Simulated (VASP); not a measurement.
# Sn (Fd-3m) in VASP: a series of runs, part 2 of 2

VASP 6.6.1.

### 3 Single point, r2SCAN

This run uses another cell than the first one, of 33.95 Å³/atom.

The input, POSCAR:

```
Sn
1.0
    0.0000000000      3.2380323061      3.2380323061
    3.2380323061      0.0000000000      3.2380323061
    3.2380323061      3.2380323061      0.0000000000
Sn
2
Direct
    0.5000000000      0.5000000000      0.5000000000
    0.7500000000      0.7500000000      0.7500000000
```

The input, INCAR.step1:

```
ALGO     = Normal         # electronic algorithm
EDIFF    = 1E-4           # SCF threshold, eV
ENCUT    = 520            # plane-wave cutoff, eV
GGA      = PE             # functional
ISMEAR   = -1             # smearing method
LASPH    = True           # aspherical terms in the spheres
LCHARG   = False          # write CHGCAR
LREAL    = False          # projectors in reciprocal space
LWAVE    = True           # write WAVECAR
NBANDS   = 21             # bands
NELM     = 100            # most SCF steps
PREC     = Accurate       # precision mode
SIGMA    = 0.1            # smearing width, eV
```

The input, INCAR.step2:

```
ALGO     = Normal         # electronic algorithm
EDIFF    = 1E-7           # SCF threshold, eV
ENCUT    = 520            # plane-wave cutoff, eV
ISIF     = 2              # what is computed and relaxed
ISMEAR   = -1             # smearing method
ISTART   = 1            
LASPH    = True           # aspherical terms in the spheres
LCHARG   = False          # write CHGCAR
LMIXTAU  = True         
LREAL    = False          # projectors in reciprocal space
LWAVE    = False          # write WAVECAR
METAGGA  = R2SCAN         # meta-GGA
NBANDS   = 21             # bands
NELM     = 100            # most SCF steps
PREC     = Accurate       # precision mode
SIGMA    = 0.1            # smearing width, eV
```

The input, KPOINTS:

```
k-points
0
Gamma
  14 14 14
```

Potentials or basis: VASP PAW PBE potentials, release 64 (Sn_d).

The run is started by

```console
$ cat potpaw_PBE.64/Sn_d/POTCAR > POTCAR
$ cp INCAR.step1 INCAR
$ mpirun -np 1 vasp_std > vasp.out
$ cp INCAR.step2 INCAR
$ mpirun -np 1 vasp_std > vasp.out
```

OUTCAR:

```text
EDIFF = 1E-7
   ENCUT = 520
   ISIF = 2
   ISMEAR = -1
   ISTART = 1
   LASPH = True
   LREAL = False
   METAGGA = R2SCAN
   NELM = 100
   PREC = Accurate

 ion  position               nearest neighbor table
   1  0.500  0.500  0.500-   2 2.80   2 2.80   2 2.80   2 2.80
   2  0.750  0.750  0.750-   1 2.80   1 2.80   1 2.80   1 2.80

  LATTYP: Found a face centered cubic cell.
 ALAT       =     6.4760646122

  Lattice vectors:

 A1 = (   0.0000000000,   3.2380323061,   3.2380323061)
 A2 = (   3.2380323061,   0.0000000000,   3.2380323061)
 A3 = (   3.2380323061,   3.2380323061,   0.0000000000)

Analysis of symmetry for initial positions (statically):
=====================================================================
 Subroutine PRICEL returns:
 Original cell was already a primitive cell.

 Routine SETGRP: Setting up the symmetry group for a
 face centered cubic supercell.

 Subroutine GETGRP returns: Found 48 space group operations
 (whereof 24 operations were pure point group operations)
 out of a pool of 48 trial point group operations.

The static configuration has the point symmetry T_d .
 The point group associated with its full space group is O_h .

Analysis of symmetry for dynamics (positions and initial velocities):
=====================================================================
 Subroutine PRICEL returns:
 Original cell was already a primitive cell.

 Routine SETGRP: Setting up the symmetry group for a
 face centered cubic supercell.

 Subroutine GETGRP returns: Found 48 space group operations
 (whereof 24 operations were pure point group operations)
 out of a pool of 48 trial point group operations.

The dynamic configuration has the point symmetry T_d .
 The point group associated with its full space group is O_h .

 Subroutine INISYM returns: Found 48 space group operations
 (whereof 24 operations are pure point group operations),
 and found     1 'primitive' translations

----------------------------------------------------------------------------------------

                                     Primitive cell

  volume of cell :      67.9006

  direct lattice vectors                    reciprocal lattice vectors
     0.000000000  3.238032306  3.238032306    -0.154414766  0.154414766  0.154414766
     3.238032306  0.000000000  3.238032306     0.154414766 -0.154414766  0.154414766
     3.238032306  3.238032306  0.000000000     0.154414766  0.154414766 -0.154414766

  length of vectors
     4.579269203  4.579269203  4.579269203     0.267454220  0.267454220  0.267454220

  position of ions in fractional coordinates (direct lattice)
     0.500000000  0.500000000  0.500000000
     0.750000000  0.750000000  0.750000000

  ion indices of the primitive-cell ions
   primitive index   ion index
                 1           1
                 2           2

----------------------------------------------------------------------------------------

 KPOINTS: k-points

Automatic generation of k-mesh.
 Grid dimensions read from file:
 generate k-points for:   14   14   14

 Generating k-lattice:

  Cartesian coordinates                     Fractional coordinates (reciprocal lattice)
    -0.011029626  0.011029626  0.011029626     0.071428571  0.000000000  0.000000000
     0.011029626 -0.011029626  0.011029626     0.000000000  0.071428571  0.000000000
     0.011029626  0.011029626 -0.011029626     0.000000000  0.000000000  0.071428571

  Length of vectors
     0.019103873  0.019103873  0.019103873

  Shift w.r.t. Gamma in fractional coordinates (k-lattice)
     0.000000000  0.000000000  0.000000000

 Subroutine IBZKPT returns following result:
 ===========================================

 Found    104 irreducible k-points:

 Following reciprocal coordinates:
            Coordinates               Weight
  0.000000  0.000000  0.000000      1.000000
  0.071429  0.000000  0.000000      8.000000
  0.142857  0.000000  0.000000      8.000000
  0.214286  0.000000  0.000000      8.000000
  0.285714  0.000000  0.000000      8.000000
  0.357143  0.000000  0.000000      8.000000
[... 16 lines left out ...]
  0.214286  0.142857  0.000000     24.000000
  0.285714  0.142857  0.000000     24.000000
 [... further k-points ...]
   k-points           NKPTS =    104   k-points in BZ     NKDIM =    104   number of bands    NBANDS=     21
   number of dos      NEDOS =    301   number of ions     NIONS =      2
   total plane-waves  NPLWV =  46656
   dimension x,y,z NGX =    36 NGY =   36 NGZ =   36
   dimension x,y,z NGXF=    72 NGYF=   72 NGZF=   72
   ions per type =               2
   NGX,Y,Z   is equivalent  to a cutoff of  13.07, 13.07, 13.07 a.u.
   NGXF,Y,Z  is equivalent  to a cutoff of  26.14, 26.14, 26.14 a.u.
 SYSTEM =  unknown system
   PREC   = accura    normal or accurate (medium, high low for compatibility)
   ISTART =      1    job   : 0-new  1-cont  2-samecut
   ICHARG =      0    charge: 1-file 2-atom 10-const
   ISPIN  =      1    spin polarized calculation?
   LNONCOLLINEAR =      F non collinear calculations
   LSORBIT =      F    spin-orbit coupling
   LASPH  =      T    aspherical Exc in radial PAW
   ENCUT  =  520.0 eV  38.22 Ry    6.18 a.u.   8.51  8.51  8.51*2*pi/ulx,y,z
   NELM   =    100;   NELMIN=  2; NELMDL=  0     # of ELM steps
   EDIFF  = 0.1E-06   stopping-criterion for ELM
   LREAL  =      F    real-space projection
   EDIFFG = 0.1E-05   stopping-criterion for IOM
   NSW    =      0    number of steps for IOM
   IBRION =     -1    ionic relax: 0-MD 1-quasi-New 2-CG
   NFREE  =      0    steps in history (QN), initial steepest desc. (CG)
   ISIF   =      2    stress and relaxation
   ISYM   =      2    0-nonsym 1-usesym 2-fastsym
   POTIM  = 0.5000    time-step for ionic-motion
   TEBEG  =    0.0;   TEEND  =   0.0 temperature during run
   PSTRESS=    0.0 pullay stress
   NELECT =      28.0000    total number of electrons
   NUPDOWN=      -1.0000    fix difference up-down
   EMIN   =  10.00;   EMAX   =-10.00  energy-range for DOS
   EFERMI =   0.00;   METHOD = LEGACY
   ISMEAR =    -1;   SIGMA  =   0.10  broadening in eV -4-tet -1-fermi 0-gaus
   EFERMI_NEDOS =   21; number of points for ismear=-14 and -15
   IALGO  =     38    algorithm
   IMIX   =      4    mixing-type and parameters
     AMIX     =   0.40;   BMIX     =  1.00
     AMIX_MAG =   1.60;   BMIX_MAG =  1.00
  volume/ion in A,a.u.               =      33.95       229.11
  Fermi-wavevector in a.u.,A,eV,Ry     =   1.218530  2.302688 20.202149  1.484816
  Thomas-Fermi vector in A             =   2.353814
   LORBIT       =      0    0 simple, 1 ext, 2 COOP (PROOUT), +10 PAW based schemes
   METAGGA = R2SCAN    functional components
   LHFCALC =     F    Hartree Fock is set to
   AEXX    =    0.0000 exact exchange contribution
   IVDW    =     0    specifies the selected vdW correction
   LEPSILON=     F    determine dielectric tensor
   LRPA    =     F    only Hartree local field effects (RPA)
 non-spin polarized calculation
  energy-cutoff  :      520.00
  volume of cell :       67.90
 maximum number of plane-waves:      1851
 NGX is ok and might be reduce to    36
   NGX = 17   NGY = 17   NGZ = 17

 number of electron      28.0000006 magnetization

 Free energy of the ion-electron system (eV)
  ---------------------------------------------------
  ext. energy  EPLUGINS =         0.00000000
  ---------------------------------------------------
  free energy    TOTEN  =       -49.47920480 eV

  energy without entropy =      -49.47682906  energy(sigma->0) =      -49.47801693

 E-fermi :   5.7250     XC(G=0):  -9.6228

 val. band max:        5.6513913257   @ k =   0.0000   0.0000   0.0000
 cond. band min:       5.8018629810   @ k =   0.5000   0.0000   0.0000
 fundamental gap:      0.1504716553
 Fermi energy:         5.7249552060

 k-point     1 :       0.0000    0.0000    0.0000
  band No.  band energies     occupation
      1     -16.7713      2.00000
      2     -16.7712      2.00000
      3     -16.7712      2.00000
      4     -16.7036      2.00000
      5     -16.7036      2.00000
      6     -16.3742      2.00000
[... 13 lines left out ...]
     20      13.9209      0.00000
     21      13.9209      0.00000
[... 529 lines left out ...]
 k-point    24 :       0.2857    0.1429    0.0000
  band No.  band energies     occupation
      1     -16.8088      2.00000
      2     -16.7979      2.00000
      3     -16.7600      2.00000
      4     -16.6599      2.00000
      5     -16.6257      2.00000
      6     -16.4756      2.00000
[... 13 lines left out ...]
     20      13.4262      0.00000
     21      14.0024      0.00000

 [... further k-points ...]

------------------------ aborting loop because EDIFF is reached ----------------------------------------

  FORCE on cell =-STRESS in cart. coord.  units (eV):
  Direction    XX          YY          ZZ          XY          YZ          ZX
  --------------------------------------------------------------------------------------
  -------------------------------------------------------------------------------------
  Total        0.8335408      0.8335408      0.8335408      0.0000000      0.0000000      0.0000000
  in kB       19.6681693     19.6681693     19.6681693      0.0000000      0.0000000      0.0000000
  external PRESSURE =      19.6681693 kB  Pullay stress =       0.0000000 kB

 VOLUME and BASIS-vectors are now :
 -----------------------------------------------------------------------------
  energy-cutoff  :      520.00
  volume of cell :       67.90
      direct lattice vectors                 reciprocal lattice vectors
     0.000000000  3.238032306  3.238032306    -0.154414766  0.154414766  0.154414766
     3.238032306  0.000000000  3.238032306     0.154414766 -0.154414766  0.154414766
     3.238032306  3.238032306  0.000000000     0.154414766  0.154414766 -0.154414766

 POSITION                                       TOTAL-FORCE (eV/Angst)
 -----------------------------------------------------------------------------------
      3.23803      3.23803      3.23803         0.000000      0.000000      0.000000
      4.85705      4.85705      4.85705        -0.000000     -0.000000     -0.000000
 -----------------------------------------------------------------------------------
    total drift:                                0.000000      0.000000      0.000000

  FREE ENERGIE OF THE ION-ELECTRON SYSTEM (eV)
  ---------------------------------------------------
  free  energy   TOTEN  =       -49.4792048012 eV

  energy  without entropy=      -49.4768290632  energy(sigma->0) =      -49.47801693
```

It took 7.3 min on 1 thread of Intel Xeon Platinum 8259CL at 2.50GHz (Skylake/Cascade Lake), shared host; peak memory 0.29 GiB.

What came out:

```yaml
Free_energy: -49.4792 eV
Pressure: 2.0 GPa
Band_gap_on_the_k_mesh: zero (filled and empty bands touch)
```

Levels at points of the mesh, in eV from the Fermi level:
```tsv
k point	band 10	band 11	band 12	band 13	band 14	band 15	band 16	band 17	band 18	band 19
(0.00, 0.00, 0.00)	-22.08	-11.26	-0.39	-0.07	-0.07	-0.07	2.14	2.14	2.14	5.33
(0.50, 0.00, 0.00)	-22.04	-9.52	-6.70	-1.36	-1.36	0.08	3.29	3.29	5.87	8.88
(0.50, 0.50, 0.00)	-22.01	-7.96	-7.96	-2.78	-2.78	0.83	0.83	8.12	8.12	9.82
```

Caveat: the PAW data sets were made with another functional, which shifts forces and pressure a little; spin-orbit coupling is left out, which moves the levels of the heavy elements.

The gap in the log of VASP goes by the Fermi energy; the results here count the filled bands.